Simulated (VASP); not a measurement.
Write the native input for VASP 6.6.1 that does the following.

* Task: relaxation of cell and atoms
* Functional: PBE
* Potentials or basis: VASP PAW PBE potentials, release 64 (Cs_sv, Si, Pt)
* Cutoff: 600 eV
* k mesh: 4 × 4 × 4
* Occupations: gaussian, width 0.1 eV
* Spin: no spin polarisation
* Dipole correction: no
* Further INCAR settings: ALGO = Fast; EDIFF = 1e-06; IBRION = 2; EDIFFG = -0.04; NSW = 90; ISIF = 3

The structure of Cs3SiPt lies in POSCAR:

```
Cs3SiPt
1.0
    5.2092891100      0.0000000000      0.0000000000
    0.0000000000      5.2092891100      0.0000000000
    0.0000000000      0.0000000000      6.5915986300
Cs Si Pt
3 1 1
Direct
    0.5000000000      0.5000000000      0.1059000000
    0.0000000000      0.5000000000      0.5000000000
    0.5000000000      0.0000000000      0.5000000000
    0.5000000000      0.5000000000      0.6620000000
    0.0000000000      0.0000000000      0.0000000000
```

The cell was generated, and may not be a known phase.

One way to write it, as run:

INCAR

```
SYSTEM = Cs3SiPt
PREC     = Accurate       ! precision mode
ENCUT    = 600            ! plane-wave cutoff, eV
EDIFF    = 1E-6           ! SCF threshold, eV
ISMEAR   = 0              ! smearing method
SIGMA    = 0.1            ! smearing width, eV
LREAL    = .FALSE.        ! projectors in reciprocal space
LASPH    = .TRUE.         ! aspherical terms in the spheres
NELM     = 60             ! most SCF steps
ALGO     = Fast           ! electronic algorithm
ISIF     = 3              ! what is computed and relaxed
LWAVE    = .FALSE.        ! write WAVECAR
LCHARG   = .FALSE.        ! write CHGCAR
GGA      = PE             ! functional
IBRION   = 2              ! ionic algorithm
NSW      = 90             ! ionic steps
EDIFFG   = -0.04          ! ionic threshold
```

KPOINTS

```
regular mesh
0
G
  4 4 4
  0 0 0
```

Potentials or basis: VASP PAW PBE potentials, release 64 (Cs_sv, Si, Pt).

Run with:

```sh
$ cat potpaw_PBE.64/Cs_sv/POTCAR potpaw_PBE.64/Si/POTCAR potpaw_PBE.64/Pt/POTCAR > POTCAR
$ mpirun -np 1 vasp_std > vasp.out
```

It gave:

```yaml
Relaxed_volume: 62.16 Å³/atom
Relaxed_cell: a = 6.341 Å, b = 6.341 Å, c = 7.729 Å, α = 90.00°, β = 90.00°, γ = 90.00°
Space_group_after_relaxing_to_0.1_Å: P4mm (No. 99)
Energy_gained_by_relaxing: 514.6 meV/atom
Ionic_steps: 59
Pressure_after_relaxing: 0.0 GPa
Largest_force_after_relaxing: 0.032 eV/Å
Band_gap_on_the_k_mesh: zero (an odd number of electrons rules out a gap without spin polarisation)
```

Caveat: the volume moved by over 15 % at a fixed basis, so the end points are rough; spin-orbit coupling is left out, which moves the levels of the heavy elements.

Run time: 43 min on 1 thread of Intel(R) Xeon(R) 6975P-C (Granite Rapids), on a shared host, peak memory 0.41 GiB.
